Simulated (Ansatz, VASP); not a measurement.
**WC in VASP and in Ansatz**

```
CELL_PARAMETERS angstrom
2.90050 0.00000 0.00000
-1.45025 2.51191 0.00000
0.00000 0.00000 2.82900
ATOMIC_POSITIONS crystal
W 0.00000 0.00000 0.92047
C 0.66667 0.33333 0.50000
```

Alike in both runs: task single point; functional PBEsol; k mesh 6 × 6 × 6; occupations gaussian, width 0.15 eV; no spin polarisation.

|  | VASP | Ansatz |
| --- | --- | --- |
| version | VASP 6.6.1 | Ansatz 0.2.0 |
| potentials or method | VASP PAW PBE potentials, release 64 (W_sv, C), cutoff 520 eV | scalar-relativistic, plane waves, PAW |
| valence electrons in the cell | 18 | 18 |

```tsv
	VASP	Ansatz	Ansatz less VASP
gap on the k mesh at the Fermi level (eV)	none	none	-
pressure (GPa)	12.0	10.5	-1.42
traceless stress, the component that is largest in VASP (GPa)	1.88	1.73	-0.147
rms of the force components (eV/Å)	2.068	2.046	-0.0223
```

VASP's potentials were made for PBE, not for PBEsol. Atom by atom the forces differ by 0.022 eV/Å (rms over components). A gap of «none» marks a metal or a gap that the smearing closes. With one functional, cell and mesh, what is left measures potentials, basis and numerics.

The k mesh is coarse, so the values compare programs but aren't converged. Spin-orbit coupling is off throughout.
